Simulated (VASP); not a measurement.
# Bi (Fd-3m) in VASP: notebook

Bi is run at these levels: r2SCAN; tasks: single point.

Program: VASP 6.6.1. These are calculated values, not measurements. Logs are shortened: lines on timing, memory, paths and dates and some standing lists are left out, and cuts for length are marked.

## 1. The cell of the first run

It takes space group Fd-3m (No. 227, cubic). The conventional cell has a = 7.320 Å, b = 7.320 Å, c = 7.320 Å, α = 90.00°, β = 90.00°, γ = 90.00°. Within 4.2 Å of Bi (site symmetry -43m) lie 4 Bi at 3.17 Å.

This isn't the form of Bi at room conditions, which is rhombohedral.

## 2. Single point, r2SCAN

POSCAR

```
Bi
1.0
    0.0000000000      3.6600475412      3.6600475412
    3.6600475412      0.0000000000      3.6600475412
    3.6600475412      3.6600475412      0.0000000000
Bi
2
Direct
    0.0000000000      0.0000000000      0.0000000000
    0.2500000000      0.2500000000      0.2500000000
```

INCAR.step1

```
SYSTEM = Bi
ALGO     = Normal         ! electronic algorithm
EDIFF    = 1E-4           ! SCF threshold, eV
ENCUT    = 520            ! plane-wave cutoff, eV
GGA      = PE             ! functional
ISMEAR   = -1             ! smearing method
LASPH    = .TRUE.         ! aspherical terms in the spheres
LCHARG   = .FALSE.        ! write CHGCAR
LREAL    = .FALSE.        ! projectors in reciprocal space
LWAVE    = .TRUE.         ! write WAVECAR
NBANDS   = 22             ! bands
NELM     = 80             ! most SCF steps
PREC     = Accurate       ! precision mode
SIGMA    = 0.1            ! smearing width, eV
```

INCAR.step2

```
SYSTEM = Bi
ALGO     = Normal         ! electronic algorithm
EDIFF    = 1E-7           ! SCF threshold, eV
ENCUT    = 520            ! plane-wave cutoff, eV
ISIF     = 2              ! what is computed and relaxed
ISMEAR   = -1             ! smearing method
ISTART   = 1            
LASPH    = .TRUE.         ! aspherical terms in the spheres
LCHARG   = .FALSE.        ! write CHGCAR
LMIXTAU  = .TRUE.       
LREAL    = .FALSE.        ! projectors in reciprocal space
LWAVE    = .FALSE.        ! write WAVECAR
METAGGA  = R2SCAN         ! meta-GGA
NBANDS   = 22             ! bands
NELM     = 80             ! most SCF steps
PREC     = Accurate       ! precision mode
SIGMA    = 0.1            ! smearing width, eV
```

KPOINTS

```
k-points
0
G
  8 8 8
  0 0 0
```

Potentials or basis: VASP PAW PBE potentials, release 64 (Bi_d).

Command:

```bash
> cat potpaw_PBE.64/Bi_d/POTCAR > POTCAR
> cp INCAR.step1 INCAR
> mpirun -np 1 vasp_std > vasp.out
> cp INCAR.step2 INCAR
> mpirun -np 1 vasp_std > vasp.out
```

OUTCAR:

```text
SYSTEM = Bi
   EDIFF = 1E-7
   ENCUT = 520
   ISIF = 2
   ISMEAR = -1
   ISTART = 1
   LASPH = .TRUE.
   LREAL = .FALSE.
   METAGGA = R2SCAN
   NELM = 80
   PREC = Accurate

 ion  position               nearest neighbor table
   1  0.000  0.000  0.000-   2 3.17   2 3.17   2 3.17   2 3.17
   2  0.250  0.250  0.250-   1 3.17   1 3.17   1 3.17   1 3.17

  LATTYP: Found a face centered cubic cell.
 ALAT       =     7.3200950824

  Lattice vectors:

 A1 = (   0.0000000000,   3.6600475412,   3.6600475412)
 A2 = (   3.6600475412,   0.0000000000,   3.6600475412)
 A3 = (   3.6600475412,   3.6600475412,   0.0000000000)

Analysis of symmetry for initial positions (statically):
=====================================================================
 Subroutine PRICEL returns:
 Original cell was already a primitive cell.

 Routine SETGRP: Setting up the symmetry group for a
 face centered cubic supercell.

 Subroutine GETGRP returns: Found 48 space group operations
 (whereof 24 operations were pure point group operations)
 out of a pool of 48 trial point group operations.

The static configuration has the point symmetry T_d .
 The point group associated with its full space group is O_h .

Analysis of symmetry for dynamics (positions and initial velocities):
=====================================================================
 Subroutine PRICEL returns:
 Original cell was already a primitive cell.

 Routine SETGRP: Setting up the symmetry group for a
 face centered cubic supercell.

 Subroutine GETGRP returns: Found 48 space group operations
 (whereof 24 operations were pure point group operations)
 out of a pool of 48 trial point group operations.

The dynamic configuration has the point symmetry T_d .
 The point group associated with its full space group is O_h .

 Subroutine INISYM returns: Found 48 space group operations
 (whereof 24 operations are pure point group operations),
 and found     1 'primitive' translations

----------------------------------------------------------------------------------------

                                     Primitive cell

  volume of cell :      98.0596

  direct lattice vectors                    reciprocal lattice vectors
     0.000000000  3.660047541  3.660047541    -0.136610247  0.136610247  0.136610247
     3.660047541  0.000000000  3.660047541     0.136610247 -0.136610247  0.136610247
     3.660047541  3.660047541  0.000000000     0.136610247  0.136610247 -0.136610247

  length of vectors
     5.176088872  5.176088872  5.176088872     0.236615889  0.236615889  0.236615889

  position of ions in fractional coordinates (direct lattice)
     0.000000000  0.000000000  0.000000000
     0.250000000  0.250000000  0.250000000

  ion indices of the primitive-cell ions
   primitive index   ion index
                 1           1
                 2           2

----------------------------------------------------------------------------------------

 KPOINTS: k-points

Automatic generation of k-mesh.
 Grid dimensions read from file:
 generate k-points for:    8    8    8

 Generating k-lattice:

  Cartesian coordinates                     Fractional coordinates (reciprocal lattice)
    -0.017076281  0.017076281  0.017076281     0.125000000  0.000000000  0.000000000
     0.017076281 -0.017076281  0.017076281     0.000000000  0.125000000  0.000000000
     0.017076281  0.017076281 -0.017076281     0.000000000  0.000000000  0.125000000

  Length of vectors
     0.029576986  0.029576986  0.029576986

  Shift w.r.t. Gamma in fractional coordinates (k-lattice)
     0.000000000  0.000000000  0.000000000

 Subroutine IBZKPT returns following result:
 ===========================================

 Found     29 irreducible k-points:

 Following reciprocal coordinates:
            Coordinates               Weight
  0.000000  0.000000  0.000000      1.000000
  0.125000  0.000000  0.000000      8.000000
  0.250000  0.000000  0.000000      8.000000
  0.375000  0.000000  0.000000      8.000000
  0.500000  0.000000  0.000000      4.000000
  0.125000  0.125000  0.000000      6.000000
[... 16 lines left out ...]
  0.500000  0.250000  0.125000     48.000000
 -0.375000  0.250000  0.125000     24.000000
 [... further k-points ...]
   k-points           NKPTS =     29   k-points in BZ     NKDIM =     29   number of bands    NBANDS=     22
   number of dos      NEDOS =    301   number of ions     NIONS =      2
   total plane-waves  NPLWV =  64000
   dimension x,y,z NGX =    40 NGY =   40 NGZ =   40
   dimension x,y,z NGXF=    80 NGYF=   80 NGZF=   80
   ions per type =               2
   NGX,Y,Z   is equivalent  to a cutoff of  12.85, 12.85, 12.85 a.u.
   NGXF,Y,Z  is equivalent  to a cutoff of  25.69, 25.69, 25.69 a.u.
 SYSTEM =  Bi
   PREC   = accura    normal or accurate (medium, high low for compatibility)
   ISTART =      1    job   : 0-new  1-cont  2-samecut
   ICHARG =      0    charge: 1-file 2-atom 10-const
   ISPIN  =      1    spin polarized calculation?
   LNONCOLLINEAR =      F non collinear calculations
   LSORBIT =      F    spin-orbit coupling
   LASPH  =      T    aspherical Exc in radial PAW
   ENCUT  =  520.0 eV  38.22 Ry    6.18 a.u.   9.62  9.62  9.62*2*pi/ulx,y,z
   NELM   =     80;   NELMIN=  2; NELMDL=  0     # of ELM steps
   EDIFF  = 0.1E-06   stopping-criterion for ELM
   LREAL  =      F    real-space projection
   EDIFFG = 0.1E-05   stopping-criterion for IOM
   NSW    =      0    number of steps for IOM
   IBRION =     -1    ionic relax: 0-MD 1-quasi-New 2-CG
   NFREE  =      0    steps in history (QN), initial steepest desc. (CG)
   ISIF   =      2    stress and relaxation
   ISYM   =      2    0-nonsym 1-usesym 2-fastsym
   POTIM  = 0.5000    time-step for ionic-motion
   TEBEG  =    0.0;   TEEND  =   0.0 temperature during run
   PSTRESS=    0.0 pullay stress
   NELECT =      30.0000    total number of electrons
   NUPDOWN=      -1.0000    fix difference up-down
   EMIN   =  10.00;   EMAX   =-10.00  energy-range for DOS
   EFERMI =   0.00;   METHOD = LEGACY
   ISMEAR =    -1;   SIGMA  =   0.10  broadening in eV -4-tet -1-fermi 0-gaus
   EFERMI_NEDOS =   21; number of points for ismear=-14 and -15
   IALGO  =     38    algorithm
   IMIX   =      4    mixing-type and parameters
     AMIX     =   0.40;   BMIX     =  1.00
     AMIX_MAG =   1.60;   BMIX_MAG =  1.00
  volume/ion in A,a.u.               =      49.03       330.87
  Fermi-wavevector in a.u.,A,eV,Ry     =   1.103109  2.084574 16.556249  1.216850
  Thomas-Fermi vector in A             =   2.239562
   LORBIT       =      0    0 simple, 1 ext, 2 COOP (PROOUT), +10 PAW based schemes
   METAGGA = R2SCAN    functional components
   LHFCALC =     F    Hartree Fock is set to
   AEXX    =    0.0000 exact exchange contribution
   IVDW    =     0    specifies the selected vdW correction
   LEPSILON=     F    determine dielectric tensor
   LRPA    =     F    only Hartree local field effects (RPA)
 non-spin polarized calculation
  energy-cutoff  :      520.00
  volume of cell :       98.06
 maximum number of plane-waves:      2685
 NGX is ok and might be reduce to    40
   NGX = 19   NGY = 19   NGZ = 19

 number of electron      29.9999994 magnetization

 Free energy of the ion-electron system (eV)
  ---------------------------------------------------
  ext. energy  EPLUGINS =         0.00000000
  ---------------------------------------------------
  free energy    TOTEN  =      -116.51441558 eV

  energy without entropy =     -116.47811143  energy(sigma->0) =     -116.49626351

 E-fermi :   3.3169     XC(G=0):  -8.4026

 val. band max:        3.2863463520   @ k =   0.2500   0.2500   0.0000
 cond. band min:       3.3801277726   @ k =  -0.3750   0.5000   0.1250
 fundamental gap:      0.0937814206
 Fermi energy:         3.3168563339

 k-point     1 :       0.0000    0.0000    0.0000
  band No.  band energies     occupation
      1     -20.1641      2.00000
      2     -20.1641      2.00000
      3     -20.1641      2.00000
      4     -20.1222      2.00000
      5     -20.1222      2.00000
      6     -19.9551      2.00000
[... 14 lines left out ...]
     21      10.6107      0.00000
     22      11.0714      0.00000

 k-point     2 :       0.1250    0.0000    0.0000
  band No.  band energies     occupation
      1     -20.1693      2.00000
      2     -20.1693      2.00000
      3     -20.1616      2.00000
      4     -20.1148      2.00000
      5     -20.1148      2.00000
      6     -19.9663      2.00000
[... 14 lines left out ...]
     21      10.0033      0.00000
     22      10.6053      0.00000

 k-point     3 :       0.2500    0.0000    0.0000
  band No.  band energies     occupation
      1     -20.1777      2.00000
      2     -20.1777      2.00000
      3     -20.1554      2.00000
      4     -20.1016      2.00000
      5     -20.1016      2.00000
      6     -19.9797      2.00000
[... 14 lines left out ...]
     21       9.7588      0.00000
     22      10.4283      0.00000

 k-point     4 :       0.3750    0.0000    0.0000
  band No.  band energies     occupation
      1     -20.1831      2.00000
      2     -20.1831      2.00000
      3     -20.1488      2.00000
      4     -20.0918      2.00000
      5     -20.0918      2.00000
      6     -19.9884      2.00000
[... 14 lines left out ...]
     21      10.1482      0.00000
     22      10.5884      0.00000

 k-point     5 :       0.5000    0.0000    0.0000
  band No.  band energies     occupation
      1     -20.1849      2.00000
      2     -20.1849      2.00000
      3     -20.1458      2.00000
      4     -20.0885      2.00000
      5     -20.0885      2.00000
      6     -19.9913      2.00000
[... 417 lines left out ...]
 k-point    22 :       0.3750    0.2500    0.1250
  band No.  band energies     occupation
      1     -20.1863      2.00000
      2     -20.1853      2.00000
      3     -20.1456      2.00000
      4     -20.0950      2.00000
      5     -20.0764      2.00000
      6     -20.0137      2.00000
[... 14 lines left out ...]
     21      10.5052      0.00000
     22      12.1443      0.00000

 k-point    23 :       0.5000    0.2500    0.1250
  band No.  band energies     occupation
      1     -20.1968      2.00000
      2     -20.1902      2.00000
      3     -20.1272      2.00000
      4     -20.0828      2.00000
      5     -20.0656      2.00000
      6     -20.0228      2.00000
[... 14 lines left out ...]
     21      10.7173      0.00000
     22      11.4673      0.00000

 k-point    24 :      -0.3750    0.2500    0.1250
  band No.  band energies     occupation
      1     -20.2008      2.00000
      2     -20.1919      2.00000
      3     -20.1182      2.00000
      4     -20.0738      2.00000
      5     -20.0658      2.00000
      6     -20.0210      2.00000
[... 14 lines left out ...]
     21      10.7831      0.00000
     22      11.1095      0.00000

 [... further k-points ...]

------------------------ aborting loop because EDIFF is reached ----------------------------------------

  FORCE on cell =-STRESS in cart. coord.  units (eV):
  Direction    XX          YY          ZZ          XY          YZ          ZX
  --------------------------------------------------------------------------------------
  -------------------------------------------------------------------------------------
  Total       -0.6326882     -0.6326882     -0.6326882      0.0000000      0.0000000     -0.0000000
  in kB      -10.3373719    -10.3373719    -10.3373719      0.0000000      0.0000000     -0.0000000
  external PRESSURE =     -10.3373719 kB  Pullay stress =       0.0000000 kB

 VOLUME and BASIS-vectors are now :
 -----------------------------------------------------------------------------
  energy-cutoff  :      520.00
  volume of cell :       98.06
      direct lattice vectors                 reciprocal lattice vectors
     0.000000000  3.660047541  3.660047541    -0.136610247  0.136610247  0.136610247
     3.660047541  0.000000000  3.660047541     0.136610247 -0.136610247  0.136610247
     3.660047541  3.660047541  0.000000000     0.136610247  0.136610247 -0.136610247

 POSITION                                       TOTAL-FORCE (eV/Angst)
 -----------------------------------------------------------------------------------
      0.00000      0.00000      0.00000        -0.000000     -0.000000     -0.000000
      1.83002      1.83002      1.83002         0.000000      0.000000      0.000000
 -----------------------------------------------------------------------------------
    total drift:                               -0.000000     -0.000000      0.000000

  FREE ENERGIE OF THE ION-ELECTRON SYSTEM (eV)
  ---------------------------------------------------
  free  energy   TOTEN  =      -116.5144155803 eV

  energy  without entropy=     -116.4781114303  energy(sigma->0) =     -116.49626351
```

Run time: 3.3 min. Hardware: 1 thread of Intel Xeon Platinum 8259CL at 2.50GHz (Skylake/Cascade Lake), shared host; peak memory 0.27 GiB.

What came out:

```
Free energy            : -116.5144 eV
Pressure               : -1.0 GPa
Band gap on the k mesh : zero (bands 15 and 16 overlap by 0.97 eV)
```

Caveat: the PAW data sets were made with another functional, which shifts forces and pressure a little; spin-orbit coupling is left out, which moves the levels of the heavy elements.

## 3. Single point, r2SCAN

POSCAR is that of step 2.

INCAR.step1

```
ALGO = Normal ; EDIFF = 1E-4
ENCUT = 520 ; GGA = PE
ISMEAR = -1 ; LASPH = True
LCHARG = False ; LREAL = False
LWAVE = True ; NBANDS = 22
NELM = 60 ; PREC = Accurate
SIGMA = 0.1
```

INCAR.step2

```
ALGO = Normal ; EDIFF = 1E-7
ENCUT = 520 ; ISIF = 2
ISMEAR = -1 ; ISTART = 1
LASPH = True ; LCHARG = True
LELF = True ; LMIXTAU = True
LREAL = False ; LVHAR = True
LWAVE = False ; METAGGA = R2SCAN
NBANDS = 22 ; NELM = 60
PREC = Accurate ; SIGMA = 0.1
```

KPOINTS

```
k-points
0
Gamma
  8 8 8
```

Potentials or basis: VASP PAW PBE potentials, release 64 (Bi_d).

Command:

```bash
> cat potpaw_PBE.64/Bi_d/POTCAR > POTCAR
> cp INCAR.step1 INCAR
> mpirun -np 1 vasp_std > vasp.out
> cp INCAR.step2 INCAR
> mpirun -np 1 vasp_std > vasp.out
```

Wall time 3.4 min (1 thread of Intel Xeon Platinum 8259CL at 2.50GHz (Skylake/Cascade Lake), shared host); peak memory 0.27 GiB.

Results (log left out):

```
Free energy            : -116.5144 eV
Pressure               : -1.0 GPa
Band gap on the k mesh : zero (bands 15 and 16 overlap by 0.97 eV)
```

Levels at points of the mesh, in eV from the Fermi level:
```csv
k point,band 11,band 12,band 13,band 14,band 15,band 16,band 17,band 18,band 19,band 20
"(0.00, 0.00, 0.00)",-12.90,-8.10,-1.42,-1.42,-1.42,0.91,0.91,0.91,3.55,7.29
"(0.50, 0.00, 0.00)",-11.98,-9.85,-2.41,-2.20,-2.20,1.98,1.98,3.87,5.37,6.48
"(0.50, 0.50, 0.00)",-11.00,-11.00,-3.04,-3.04,-0.37,-0.37,4.38,4.38,6.21,6.21
```

Caveat: the PAW data sets were made with another functional, which shifts forces and pressure a little; spin-orbit coupling is left out, which moves the levels of the heavy elements.

[end of part 1 of 2]
